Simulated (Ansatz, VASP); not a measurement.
**Two plane-wave programs on TiAl**

```
Ti Al
1.0
     2.91027    0.00000    0.00000
    -1.45514    2.48312    0.00000
     0.00000    0.00000    4.67808
Ti Al
1 1
Cartesian
  0.0000 0.0000 0.0000
  0.0000 1.6554 2.3390
```

Change from the starting cell: strain +0.0150 x Voigt [1, 0, 0, 0, 0, 0], atoms carried along.

Alike in both runs: task single point; functional r2SCAN; k mesh 18 × 18 × 10; occupations gaussian, width 0.15 eV; no spin polarisation.

|  | VASP | Ansatz |
| --- | --- | --- |
| version | VASP 6.6.1 | Ansatz 0.2.0 |
| potentials or method | VASP PAW PBE potentials, release 64 (Ti_sv, Al), cutoff 520 eV | scalar-relativistic, plane waves, PAW |
| valence electrons in the cell | 15 | 15 |

```tsv
	VASP	Ansatz	Ansatz less VASP
gap on the k mesh at the Fermi level (eV)	none	none	-
pressure (GPa)	-2.5	-2.6	-0.08
traceless stress, the component that is largest in VASP (GPa)	1.01	1.01	-0.001
rms of the force components (eV/Å)	0.029	0.029	-0.0002
```

VASP's potentials were made for PBE, not for r2SCAN. Atom by atom the forces differ by 0.000 eV/Å (rms over components). A gap of «none» marks a metal or a gap that the smearing closes. The functional is the same, so the differences come from potentials, cutoffs and numerics.
